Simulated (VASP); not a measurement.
PtSe2:

```
Pt Se
1.0
     3.72400    0.00000    0.00000
    -1.86200    3.22508    0.00000
     0.00000    0.00000    5.06200
Pt Se
1 2
Direct
  0.00354 0.99598 0.00481
  0.67419 0.33481 0.74755
  0.32927 0.66108 0.24888
```

This cell differs from its parent crystal: atoms moved at random.

| Property | Result |
| --- | --- |
| Program | VASP 6.6.1 |
| Task | relaxation of the atoms |
| Functional | PBEsol |
| Dispersion | D4 |
| Potentials or basis | VASP PAW PBE potentials, release 64 (Pt, Se) |
| Cutoff | 520 eV |
| k mesh | 6 × 6 × 4 |
| Occupations | gaussian, width 0.1 eV |
| Spin | no spin polarisation |
| Hubbard terms | Pt d U = 5.0 eV |

At the start: pressure -3.5 GPa; volume 20.27 Å³/atom.

Task: How do energy, volume and symmetry change on relaxing?

Result: Over 9 steps the energy falls by 4.2 meV/atom; space group P-3m1 (No. 164, to 0.1 Å) before and after.

The path:
```csv
step,energy change (eV),largest force (eV/Å),pressure (GPa)
1,0.0000,0.5393,-3.47
2,-0.0114,0.1131,-3.80
3,-0.0114,0.1097,-3.79
4,-0.0122,0.0623,-3.92
5,-0.0126,0.0232,-4.10
6,-0.0127,0.0083,-4.03
7,-0.0127,0.0087,-4.02
8,-0.0127,0.0078,-4.03
9,-0.0127,0.0019,-4.00
```

Final structure:
```
Pt Se
1.0
     3.72400    0.00000    0.00000
    -1.86200    3.22508    0.00000
     0.00000    0.00000    5.06200
Pt Se
1 2
Cartesian
  -1.8483 3.2163 0.0021
  1.8758 1.0664 3.7876
  0.0136 2.1413 1.2786
```

Caveat: the cell differs from its parent crystal (atoms moved at random); the PAW data sets were made with another functional, which shifts forces and pressure a little; U without spin polarisation on a metal has little footing.
